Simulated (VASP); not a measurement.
HfN:

```
Hf N
1.0
     0.00000    2.45482    2.45482
     2.45482    0.00000    2.45482
     2.45482    2.45482    0.00000
Hf N
1 1
Direct
  0.00000 0.00000 0.00000
  0.25000 0.25000 0.25000
```

```yaml
Program: VASP 6.6.1
Task: relaxation of cell and atoms
Functional: RPBE
Potentials_or_basis: VASP PAW PBE potentials, release 64 (Hf_pv, N)
Cutoff: 600 eV
k_mesh: 9 × 9 × 9
Occupations: fermi-dirac, width 0.05 eV
Spin: no spin polarisation
```

At the start: pressure 3.1 GPa; volume 14.79 Å³/atom.

Where does the relaxation end?

Over 3 steps the energy falls by 2.3 meV/atom and the volume is 15.04 Å³/atom (+1.6 %); space group F-43m (No. 216, to 0.05 Å).

The path:
```tsv
step	energy change (eV)	largest force (eV/Å)	pressure (GPa)	volume (Å³)
1	0.0000	0.0000	3.12	29.59
2	0.0061	0.0000	-4.40	30.84
3	-0.0046	0.0000	-0.01	30.07
```

Final structure:
```yaml
crystal:
  lattice:
    - [0.00000, 2.46822, 2.46822]
    - [2.46822, 0.00000, 2.46822]
    - [2.46822, 2.46822, 0.00000]
  atoms:
    - { symbol: Hf, position: [0.00000, 0.00000, 0.00000] }
    - { symbol: N, position: [0.25000, 0.25000, 0.25000] }
```

Caveat: the PAW data sets were made with another functional, which shifts forces and pressure a little.
